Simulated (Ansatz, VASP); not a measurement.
# AlN: VASP beside Ansatz

```
Al N
1.0
     3.10658    0.00000    0.00000
    -1.55329    2.69038    0.00000
     0.00000    0.00000    4.97815
Al N
2 2
Cartesian
  1.5533 0.8968 2.4851
  0.0000 1.7936 4.9742
  1.5533 0.8968 4.3848
  0.0000 1.7936 1.8957
```

Alike in both runs: functional r2SCAN; k mesh 12 × 12 × 6; occupations gaussian, width 0.02 eV; no spin polarisation.

Ansatz relaxed the structure, and its values are those at the end. VASP's run is a single point on that final structure, the one shown.

|  | VASP | Ansatz |
| --- | --- | --- |
| version | VASP 6.6.1 | Ansatz 0.2.0 |
| potentials or method | VASP PAW PBE potentials, release 64 (Al, N), cutoff 520 eV | scalar-relativistic, plane waves, PAW |
| valence electrons in the cell | 16 | 16 |

VASP gave:

* gap on the k mesh at the Fermi level (eV): 4.92
* least direct gap on the mesh (eV): 4.92
* pressure (GPa): -0.4

Task: Which values does Ansatz return?

Result: gap on the k mesh at the Fermi level (eV): 4.88; least direct gap on the mesh (eV): 4.88; pressure (GPa): 0.0.

VASP's potentials were made for PBE, not for r2SCAN. With one functional, cell and mesh, what is left measures potentials, basis and numerics.
